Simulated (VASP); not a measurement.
A run of VASP 6.6.1:

POSCAR

```
C
1.0
    0.0000000000      1.7801241434      1.6911179363
    1.7801241434      0.0000000000      1.6911179363
    1.7801241434      1.7801241434      0.0000000000
C
2
Direct
    0.0000000000      0.0000000000      0.0000000000
    0.2500000000      0.2500000000      0.2500000000
```

INCAR.step1

```
PREC = Accurate
ENCUT = 500
EDIFF = 1E-8
ISMEAR = 0
SIGMA = 0.01
LREAL = F
LASPH = T
NELM = 80
ALGO = Normal
LWAVE = T
LCHARG = F
GGA = PE
```

Contents of INCAR.step2:

```
PREC = Accurate
ENCUT = 500
EDIFF = 1E-8
ISMEAR = 0
SIGMA = 0.01
LREAL = F
LASPH = T
NELM = 1
ALGO = Exact
LWAVE = T
LCHARG = F
GGA = PE
NBANDS = 48
LOPTICS = T
ISTART = 1
```

Contents of INCAR.step3:

```
PREC = Accurate
ENCUT = 500
EDIFF = 1E-8
ISMEAR = 0
SIGMA = 0.01
LREAL = F
LASPH = T
ALGO = EVGW0
LWAVE = F
LCHARG = F
GGA = PE
NELMGW = 1
NBANDS = 48
ENCUTGW = 150.0
NOMEGA = 96
PRECFOCK = Fast
ISTART = 1
NBANDSGW = 12
OMEGAMAX = 30
```

File KPOINTS:

```
regular mesh
0
Gamma
  6 6 6
```

Potentials or basis: VASP PAW PBE potentials, release 64 (C_GW).

Command:

```sh
$ cat potpaw_PBE.64/C_GW/POTCAR > POTCAR
$ cp INCAR.step1 INCAR
$ mpirun -np 1 vasp_std > vasp.out
$ cp INCAR.step2 INCAR
$ mpirun -np 1 vasp_std > vasp.out
$ cp INCAR.step3 INCAR
$ mpirun -np 1 vasp_std > vasp.out
```

Hardware: 1 thread of Intel(R) Xeon(R) Platinum 8488C (Sapphire Rapids) (shared host).

Q: How long does it take, and how much memory?

A: It took 72 s on 1 thread of Intel(R) Xeon(R) Platinum 8488C (Sapphire Rapids), on a shared host, peak memory 0.23 GiB. Counts: k points 30.
